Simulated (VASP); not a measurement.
# C (Fd-3m) in VASP: relaxation of cell and atoms with HSE06

Aim: the relaxation of cell and atoms of C with HSE06.

All numbers are computed with VASP 6.6.1; they aren't measurements. Logs are shortened: lines on timing, memory, paths and dates and some standing lists are left out, and cuts for length are marked.

## (1) The cell of the first run

The structure is cubic, space group Fd-3m (No. 227). The conventional cell has a = 3.560 Å, b = 3.560 Å, c = 3.560 Å, α = 90.00°, β = 90.00°, γ = 90.00°. Within 2.1 Å of C (site symmetry -43m) lie 4 C at 1.54 Å.

## (2) Relaxation of cell and atoms, HSE06

POSCAR

```
C
1.0
    0.0000000000      1.7801241426      1.7801241426
    1.7801241426      0.0000000000      1.7801241426
    1.7801241426      1.7801241426      0.0000000000
C
2
Direct
    0.0000000000      0.0000000000      0.0000000000
    0.2500000000      0.2500000000      0.2500000000
```

INCAR.step1

```
SYSTEM = C
PREC     = Accurate       ! precision mode
ENCUT    = 600            ! plane-wave cutoff, eV
EDIFF    = 1E-5           ! SCF threshold, eV
ISMEAR   = -1             ! smearing method
SIGMA    = 0.02           ! smearing width, eV
LREAL    = .False.        ! projectors in reciprocal space
LASPH    = .True.         ! aspherical terms in the spheres
NELM     = 120            ! most SCF steps
ALGO     = Normal         ! electronic algorithm
LWAVE    = .True.         ! write WAVECAR
LCHARG   = .False.        ! write CHGCAR
GGA      = PE             ! functional
NBANDS   = 11             ! bands
GGA_COMPAT= .False.      
IBRION   = 2              ! ionic algorithm
ISIF     = 3              ! what is computed and relaxed
EDIFFG   = -0.005         ! ionic threshold
NELMIN   = 4            
NSW      = 100            ! ionic steps
```

INCAR.step2

```
SYSTEM = C
PREC     = Accurate       ! precision mode
ENCUT    = 600            ! plane-wave cutoff, eV
EDIFF    = 1E-7           ! SCF threshold, eV
ISMEAR   = -1             ! smearing method
SIGMA    = 0.02           ! smearing width, eV
LREAL    = .False.        ! projectors in reciprocal space
LASPH    = .True.         ! aspherical terms in the spheres
NELM     = 120            ! most SCF steps
ALGO     = Normal         ! electronic algorithm
ISIF     = 3              ! what is computed and relaxed
LWAVE    = .False.        ! write WAVECAR
LCHARG   = .False.        ! write CHGCAR
GGA      = PE             ! functional
LHFCALC  = .True.         ! exact exchange
HFSCREEN = 0.2079         ! screening, 1/A
PRECFOCK = Normal       
IBRION   = 2              ! ionic algorithm
NSW      = 80             ! ionic steps
EDIFFG   = -0.005         ! ionic threshold
ISTART   = 1            
GGA_COMPAT= .False.      
NELMIN   = 4
```

KPOINTS

```
regular mesh
0
Gamma
  8 8 8
  0 0 0
```

Potentials or basis: VASP PAW PBE potentials, release 64 (C).

Command:

```console
$ cat potpaw_PBE.64/C/POTCAR > POTCAR
$ cp INCAR.step1 INCAR
$ mpirun -np 1 vasp_std > vasp.out
$ cp INCAR.step2 INCAR
$ mpirun -np 1 vasp_std > vasp.out
```

OUTCAR:

```text
SYSTEM = C
   PREC = Accurate
   ENCUT = 600
   EDIFF = 1E-7
   ISMEAR = -1
   LREAL = .False.
   LASPH = .True.
   NELM = 120
   ISIF = 3
   GGA = PE
   LHFCALC = .True.
   HFSCREEN = 0.2079
   PRECFOCK = Normal
   IBRION = 2
   NSW = 80
   EDIFFG = -0.005
   ISTART = 1
   NELMIN = 4

 ion  position               nearest neighbor table
   1  0.000  0.000  0.000-   2 1.54   2 1.54   2 1.54   2 1.54
   2  0.250  0.250  0.250-   1 1.54   1 1.54   1 1.54   1 1.54

  LATTYP: Found a face centered cubic cell.
 ALAT       =     3.5602482852

  Lattice vectors:

 A1 = (   0.0000000000,   1.7801241426,   1.7801241426)
 A2 = (   1.7801241426,   0.0000000000,   1.7801241426)
 A3 = (   1.7801241426,   1.7801241426,   0.0000000000)

Analysis of symmetry for initial positions (statically):
=====================================================================
 Subroutine PRICEL returns:
 Original cell was already a primitive cell.

 Routine SETGRP: Setting up the symmetry group for a
 face centered cubic supercell.

 Subroutine GETGRP returns: Found 48 space group operations
 (whereof 24 operations were pure point group operations)
 out of a pool of 48 trial point group operations.

The static configuration has the point symmetry T_d .
 The point group associated with its full space group is O_h .

Analysis of symmetry for dynamics (positions and initial velocities):
=====================================================================
 Subroutine PRICEL returns:
 Original cell was already a primitive cell.

 Routine SETGRP: Setting up the symmetry group for a
 face centered cubic supercell.

 Subroutine GETGRP returns: Found 48 space group operations
 (whereof 24 operations were pure point group operations)
 out of a pool of 48 trial point group operations.

The dynamic configuration has the point symmetry T_d .
 The point group associated with its full space group is O_h .

 Subroutine INISYM returns: Found 48 space group operations
 (whereof 24 operations are pure point group operations),
 and found     1 'primitive' translations

----------------------------------------------------------------------------------------

                                     Primitive cell

  volume of cell :      11.2819

  direct lattice vectors                    reciprocal lattice vectors
     0.000000000  1.780124143  1.780124143    -0.280879287  0.280879287  0.280879287
     1.780124143  0.000000000  1.780124143     0.280879287 -0.280879287  0.280879287
     1.780124143  1.780124143  0.000000000     0.280879287  0.280879287 -0.280879287

  length of vectors
     2.517475705  2.517475705  2.517475705     0.486497196  0.486497196  0.486497196

  position of ions in fractional coordinates (direct lattice)
     0.000000000  0.000000000  0.000000000
     0.250000000  0.250000000  0.250000000

  ion indices of the primitive-cell ions
   primitive index   ion index
                 1           1
                 2           2

----------------------------------------------------------------------------------------

 KPOINTS: regular mesh

Automatic generation of k-mesh.
 Grid dimensions read from file:
 generate k-points for:    8    8    8

 Generating k-lattice:

  Cartesian coordinates                     Fractional coordinates (reciprocal lattice)
    -0.035109911  0.035109911  0.035109911     0.125000000  0.000000000  0.000000000
     0.035109911 -0.035109911  0.035109911     0.000000000  0.125000000  0.000000000
     0.035109911  0.035109911 -0.035109911     0.000000000  0.000000000  0.125000000

  Length of vectors
     0.060812149  0.060812149  0.060812149

  Shift w.r.t. Gamma in fractional coordinates (k-lattice)
     0.000000000  0.000000000  0.000000000

 Subroutine IBZKPT returns following result:
 ===========================================

 Found     29 irreducible k-points:

 Following reciprocal coordinates:
            Coordinates               Weight
  0.000000  0.000000  0.000000      1.000000
  0.125000  0.000000  0.000000      8.000000
  0.250000  0.000000  0.000000      8.000000
  0.375000  0.000000  0.000000      8.000000
  0.500000  0.000000  0.000000      4.000000
  0.125000  0.125000  0.000000      6.000000
[... 16 lines left out ...]
  0.500000  0.250000  0.125000     48.000000
 -0.375000  0.250000  0.125000     24.000000
 [... further k-points ...]
   k-points           NKPTS =     29   k-points in BZ     NKDIM =    512   number of bands    NBANDS=      8
   number of dos      NEDOS =    301   number of ions     NIONS =      2
   total plane-waves  NPLWV =   8000
   dimension x,y,z NGX =    20 NGY =   20 NGZ =   20
   dimension x,y,z NGXF=    40 NGYF=   40 NGZF=   40
   ions per type =               2
   NGX,Y,Z   is equivalent  to a cutoff of  13.21, 13.21, 13.21 a.u.
   NGXF,Y,Z  is equivalent  to a cutoff of  26.41, 26.41, 26.41 a.u.
 SYSTEM =  C
   PREC   = accura    normal or accurate (medium, high low for compatibility)
   ISTART =      1    job   : 0-new  1-cont  2-samecut
   ICHARG =      0    charge: 1-file 2-atom 10-const
   ISPIN  =      1    spin polarized calculation?
   LNONCOLLINEAR =      F non collinear calculations
   LSORBIT =      F    spin-orbit coupling
   LASPH  =      T    aspherical Exc in radial PAW
   ENCUT  =  600.0 eV  44.10 Ry    6.64 a.u.   5.03  5.03  5.03*2*pi/ulx,y,z
   NELM   =    120;   NELMIN=  4; NELMDL=  0     # of ELM steps
   EDIFF  = 0.1E-06   stopping-criterion for ELM
   LREAL  =      F    real-space projection
   EDIFFG = -.5E-02   stopping-criterion for IOM
   NSW    =     80    number of steps for IOM
   IBRION =      2    ionic relax: 0-MD 1-quasi-New 2-CG
   NFREE  =      1    steps in history (QN), initial steepest desc. (CG)
   ISIF   =      3    stress and relaxation
   ISYM   =      3    0-nonsym 1-usesym 2-fastsym
   POTIM  = 0.5000    time-step for ionic-motion
   TEBEG  =    0.0;   TEEND  =   0.0 temperature during run
   PSTRESS=    0.0 pullay stress
   NELECT =       8.0000    total number of electrons
   NUPDOWN=      -1.0000    fix difference up-down
   EMIN   =  10.00;   EMAX   =-10.00  energy-range for DOS
   EFERMI =   0.00;   METHOD = LEGACY
   ISMEAR =    -1;   SIGMA  =   0.02  broadening in eV -4-tet -1-fermi 0-gaus
   EFERMI_NEDOS =   21; number of points for ismear=-14 and -15
   IALGO  =     38    algorithm
   IMIX   =      1    mixing-type and parameters
     AMIX     =   0.40;   BMIX     =  1.00
     AMIX_MAG =   1.60;   BMIX_MAG =  1.00
  volume/ion in A,a.u.               =       5.64        38.07
  Fermi-wavevector in a.u.,A,eV,Ry     =   1.459860  2.758735 28.996616  2.131191
  Thomas-Fermi vector in A             =   2.576377
   LORBIT       =      0    0 simple, 1 ext, 2 COOP (PROOUT), +10 PAW based schemes
   GGA     = PE    functional components
   LHFCALC =     T    Hartree Fock is set to
   PRECFOCK=normal    Normal, Fast or Accurate (Low or Medium for compatibility)
   ENCUT4O =  -1.0   cutoff for four orbital integrals eV
   NKREDX  =     1    reduce k-point grid by
   NKREDY  =     1    reduce k-point grid by
   NKREDZ  =     1    reduce k-point grid by
   AEXX    =    0.2500 exact exchange contribution
   HFSCREEN=    0.2079 screening length (either q_TF or 0.3 A-1)
   HFSCREENC=   0.2079 screening length for correlation (either q_TF or 0.3 A-1)
   ENCUTFOCK=  -1.0 apply spherical cutoff to Coloumb kernel
   IVDW    =     0    specifies the selected vdW correction
   LEPSILON=     F    determine dielectric tensor
   LRPA    =     F    only Hartree local field effects (RPA)
 conjugate gradient relaxation of ions
 non-spin polarized calculation
  energy-cutoff  :      600.00
  volume of cell :       11.28
 maximum number of plane-waves:       388
  NGX = 16; NGY = 16; NGZ = 16

--------------------------------------- Ionic step        1  -------------------------------------------

 number of electron       7.9999999 magnetization

 Free energy of the ion-electron system (eV)
  ---------------------------------------------------
  ext. energy  EPLUGINS =         0.00000000
  ---------------------------------------------------
  free energy    TOTEN  =       -21.05644596 eV

  energy without entropy =      -21.05644596  energy(sigma->0) =      -21.05644596

------------------------ aborting loop because EDIFF is reached ----------------------------------------

  FORCE on cell =-STRESS in cart. coord.  units (eV):
  Direction    XX          YY          ZZ          XY          YZ          ZX
  --------------------------------------------------------------------------------------
  -------------------------------------------------------------------------------------
  Total       -0.3930499     -0.3930499     -0.3930499     -0.0000000     -0.0000000     -0.0000000
  in kB      -55.8184082    -55.8184082    -55.8184082     -0.0000000     -0.0000000     -0.0000000
  external PRESSURE =     -55.8184082 kB  Pullay stress =       0.0000000 kB
[... 21 lines left out ...]
  energy  without entropy=      -21.0564459589  energy(sigma->0) =      -21.05644596

--------------------------------------- Ionic step        2  -------------------------------------------

 number of electron       7.9999999 magnetization

 E-fermi :  10.0557     XC(G=0): -10.9540

 val. band max:        9.6046548321   @ k =   0.0000   0.0000   0.0000
 cond. band min:      14.9677695222   @ k =   0.3750   0.3750   0.0000
 fundamental gap:      5.3631146901
 Fermi energy:        10.0557099809

 k-point     1 :       0.0000    0.0000    0.0000
  band No.  band energies     occupation
      1     -14.4169      2.00000
      2       9.6047      2.00000
      3       9.6047      2.00000
      4       9.6047      2.00000
      5      16.6789      0.00000
      6      16.6789      0.00000
      7      16.6789      0.00000
      8      25.6903      0.00000
[... 286 lines left out ...]
  energy  without entropy=      -21.0543931281  energy(sigma->0) =      -21.05439313

--------------------------------------- Ionic step        3  -------------------------------------------

 number of electron       7.9999999 magnetization

 Free energy of the ion-electron system (eV)
  ---------------------------------------------------
  ext. energy  EPLUGINS =         0.00000000
  ---------------------------------------------------
  free energy    TOTEN  =       -21.05884154 eV

  energy without entropy =      -21.05884154  energy(sigma->0) =      -21.05884154

 E-fermi :   9.7693     XC(G=0): -10.8905

 val. band max:        9.3641841188   @ k =   0.0000   0.0000   0.0000
 cond. band min:      14.6863314670   @ k =   0.3750   0.3750   0.0000
 fundamental gap:      5.3221473482
 Fermi energy:         9.7692718350

 k-point     1 :       0.0000    0.0000    0.0000
  band No.  band energies     occupation
      1     -14.4205      2.00000
      2       9.3642      2.00000
      3       9.3642      2.00000
      4       9.3642      2.00000
      5      16.3882      0.00000
      6      16.3882      0.00000
      7      16.3882      0.00000
      8      25.0479      0.00000
[... 282 lines left out ...]
  FREE ENERGIE OF THE ION-ELECTRON SYSTEM (eV)
  ---------------------------------------------------
  free  energy   TOTEN  =       -21.0588415423 eV

  energy  without entropy=      -21.0588415423  energy(sigma->0) =      -21.05884154

 reached required accuracy - stopping structural energy minimisation
```

It took 56 min on 1 thread of Oxide Virtual Turin-like, shared host; peak memory 0.19 GiB.

What came out:

- Free energy: -21.0588 eV
- Relaxed volume: 5.57 Å³/atom
- Relaxed cell: a = 2.507 Å, b = 2.507 Å, c = 2.507 Å, α = 60.00°, β = 60.00°, γ = 60.00°
- Space group after relaxing (to 0.1 Å): Fd-3m (No. 227)
- Energy gained by relaxing: 1.2 meV/atom
- Ionic steps: 3
- Pressure after relaxing: 0.0 GPa
- Band gap on the k mesh: 5.32 eV (least direct gap 7.02 eV)

The path:
| step | energy change (eV) | largest force (eV/Å) | pressure (GPa) | volume (Å³) |
| --- | --- | --- | --- | --- |
| 1 | 0.0000 | 0.0000 | -5.58 | 11.28 |
| 2 | 0.0021 | 0.0000 | 7.95 | 10.96 |
| 3 | -0.0024 | 0.0000 | -0.02 | 11.15 |

Final structure:
```xyz
2
Lattice="0.0000 1.7730 1.7730 1.7730 0.0000 1.7730 1.7730 1.7730 0.0000" Properties=species:S:1:pos:R:3 pbc="T T T"
C     0.0000    0.0000    0.0000
C     0.8865    0.8865    0.8865
```

Caveat: the PAW data sets were made with another functional, which shifts forces and pressure a little.
